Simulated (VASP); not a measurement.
CdI2, 3 atoms in the cell. Symmetry: P-3m1, No. 164, trigonal system. The conventional cell has a = 4.291 Å, b = 4.291 Å, c = 7.304 Å, α = 90.00°, β = 90.00°, γ = 120.00°. Within 4.0 Å of Cd (site symmetry -3m) lie 6 I at 3.02 Å. I (site symmetry 3m) has 3 Cd at 3.02 Å within 4.0 Å. 

```yaml
Program: VASP 6.6.1
Task: relaxation of the atoms
Functional: PBE
Potentials_or_basis: VASP PAW PBE potentials, release 64 (Cd, I)
Cutoff: 450 eV
k_mesh: 3 × 3 × 2
Occupations: gaussian, width 0.1 eV
Spin: no spin polarisation
Dipole_correction: no
Further_INCAR_settings: ALGO = Normal; EDIFF = 1e-07; IBRION = 2; EDIFFG = -0.01; NSW = 25
```

Potentials or basis: VASP PAW PBE potentials, release 64 (Cd, I).

Command:

```sh
$ cat potpaw_PBE.64/Cd/POTCAR potpaw_PBE.64/I/POTCAR > POTCAR
$ mpirun -np 1 vasp_std > vasp.out
```

Hardware: 1 thread of Intel Xeon 8259CL, on a shared host.

Problem. Estimate the wall time of this run.

Solution. It took 69 s on 1 thread of Intel Xeon 8259CL, with other jobs on the host, peak memory 0.21 GiB. Counts: scf iterations 26, k points 6, ion steps 3.
